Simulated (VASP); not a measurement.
A run of VASP 6.6.1 is set up as follows.

Contents of INCAR:

```
PREC = Accurate ; ENCUT = 600
EDIFF = 1E-7 ; ISMEAR = -1
SIGMA = 0.15 ; LREAL = False
LASPH = True ; NELM = 120
ALGO = Normal ; ISIF = 3
LWAVE = False ; LCHARG = False
GGA = CA ; IBRION = 2
NSW = 80 ; EDIFFG = -0.001
GGA_COMPAT = False ; NELMIN = 4
```

KPOINTS

```
Automatic mesh
0
Gamma
  16 16 16
```

File POSCAR:

```
TiN
1.0
    0.0000000000      2.0859620326      2.0859620326
    2.0859620326      0.0000000000      2.0859620326
    2.0859620326      2.0859620326      0.0000000000
Ti N
1 1
Direct
    0.0000000000      0.0000000000      0.0000000000
    0.5000000000      0.5000000000      0.5000000000
```

Potentials or basis: VASP PAW LDA potentials, release 64 (Ti_sv, N).

Run with:

```bash
$ cat potpaw_LDA.64/Ti_sv/POTCAR potpaw_LDA.64/N/POTCAR > POTCAR
$ mpirun -np 1 vasp_std > vasp.out
```

Problem. Predict the relaxed volume.

Solution. 9.11 Å³/atom.

Problem. Estimate the relaxed cell.

Solution. a = 2.954 Å, b = 2.954 Å, c = 2.954 Å, α = 60.00°, β = 60.00°, γ = 60.00°.

Step by step:
```csv
step,energy change (eV),largest force (eV/Å),pressure (GPa),volume (Å³)
1,0.0000,0.0000,1.27,18.15
2,0.0004,0.0000,-1.98,18.34
3,-0.0003,0.0000,-0.05,18.23
4,-0.0003,0.0000,0.03,18.22
5,-0.0003,0.0000,0.04,18.22
6,-0.0003,0.0000,0.04,18.22
7,-0.0003,0.0000,0.04,18.22
8,-0.0003,0.0000,0.04,18.22
9,-0.0003,0.0000,0.04,18.22
10,-0.0003,0.0000,0.04,18.22
11,-0.0003,0.0000,0.04,18.22
12,-0.0003,0.0000,0.04,18.22
13,-0.0003,0.0000,0.03,18.22
14,-0.0003,0.0000,0.03,18.22
15,-0.0003,0.0000,0.02,18.22
16,-0.0003,0.0000,0.00,18.23
```
